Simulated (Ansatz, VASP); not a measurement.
# One calculation of HgPt, two programs

```
CELL_PARAMETERS angstrom
2.96106 0.00000 0.00000
0.00000 2.96106 0.00000
0.00000 0.00000 3.81221
ATOMIC_POSITIONS crystal
Hg 0.00000 0.00000 0.00000
Pt 0.50000 0.50000 0.50000
```

Change from the starting cell: volume scaled by 0.99, crystal datasets.

Alike in both runs: task electric field gradients; functional LDA; k mesh 12 × 12 × 10; occupations fermi-dirac, width 0.03 eV; no spin polarisation.

|  | VASP | Ansatz |
| --- | --- | --- |
| version | VASP 6.6.1 | Ansatz 0.2.0 |
| potentials or method | VASP PAW LDA potentials, release 64 (Hg, Pt), cutoff 520 eV | all-electron PAW with datasets made for the crystal, scalar-relativistic |

|  | VASP | Ansatz | Ansatz less VASP |
| --- | --- | --- | --- |
| pressure (GPa) | 2.4 | 0.3 | -2.14 |
| traceless stress, the component that is largest in VASP (GPa) | 0.57 | 0.46 | -0.110 |
| size of Vzz on the site where it differs most (V/Å²) | 105.2 | 112.2 | +6.96 |

LDA's correlation is that of Perdew and Zunger in VASP and of Perdew and Wang (1992) in Ansatz. Ansatz ran all-electron here, and VASP with PAW potentials.

Spin-orbit coupling is off throughout.
